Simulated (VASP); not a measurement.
Re:

```
Re
1.0
     4.39136    0.00000    0.00000
    -2.19568    3.80303    0.00000
     0.00000    0.00000    2.75198
Re
3
Direct
  0.00000 0.00000 0.00000
  0.33333 0.66667 0.50000
  0.66667 0.33333 0.50000
```

Base run:

- Program: VASP 6.6.1
- Functional: revPBE
- Potentials or basis: VASP PAW PBE potentials, release 64 (Re)
- Cutoff: 520 eV
- k mesh: 9 × 9 × 13
- Occupations: fermi-dirac, width 0.1 eV
- Spin: no spin polarisation

Its results: pressure -0.9 GPa.

**Question.** The run is repeated on the same cell with these changes: potentials or basis from VASP PAW PBE potentials, release 64 (Re) to VASP PAW PBE potentials, release 64 (Re_sv_GW); cutoff from 520 eV to 500 eV; further incar settings from ALGO = Normal; EDIFF = 1e-06; NBANDS = 18 to ALGO = Normal; EDIFF = 1e-06; NBANDS = 30; valence electrons from 21 to 45. What comes out?

**Answer.** Pressure -2.7 GPa.

Caveats: the PAW data sets were made with another functional, which shifts forces and pressure a little.
